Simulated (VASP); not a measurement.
A run of VASP 6.6.1:

File INCAR:

```
PREC = Accurate
ENCUT = 600
EDIFF = 1E-7
ISMEAR = -1
SIGMA = 0.05
LREAL = F
LASPH = T
NELM = 80
ALGO = Normal
ISIF = 3
LWAVE = F
LCHARG = F
GGA = PS
IBRION = 2
NSW = 80
EDIFFG = -0.005
PSTRESS = 100.0
```

Contents of KPOINTS:

```
Automatic mesh
0
Gamma
  7 7 7
```

File POSCAR:

```
SrCl2
1.0
    0.0000000000      3.4883500000      3.4883500000
    3.4883500000      0.0000000000      3.4883500000
    3.4883500000      3.4883500000      0.0000000000
Sr Cl
1 2
Direct
    0.0000000000      0.0000000000      0.0000000000
    0.7500000000      0.7500000000      0.7500000000
    0.2500000000      0.2500000000      0.2500000000
```

Potentials or basis: VASP PAW PBE potentials, release 64 (Sr_sv, Cl).

The run is started by

```sh
$ cat potpaw_PBE.64/Sr_sv/POTCAR potpaw_PBE.64/Cl/POTCAR > POTCAR
$ mpirun -np 1 vasp_std > vasp.out
```

Hardware: 1 thread of Intel(R) Xeon(R) Platinum 8259CL CPU @ 2.50GHz (Skylake/Cascade Lake) (shared host).

Question: Estimate the wall time of this run.

Answer: It took 3.6 min on 1 thread of Intel(R) Xeon(R) Platinum 8259CL CPU @ 2.50GHz (Skylake/Cascade Lake), on a shared host, peak memory 0.26 GiB. Counts: scf iterations 63, k points 20, ion steps 6.
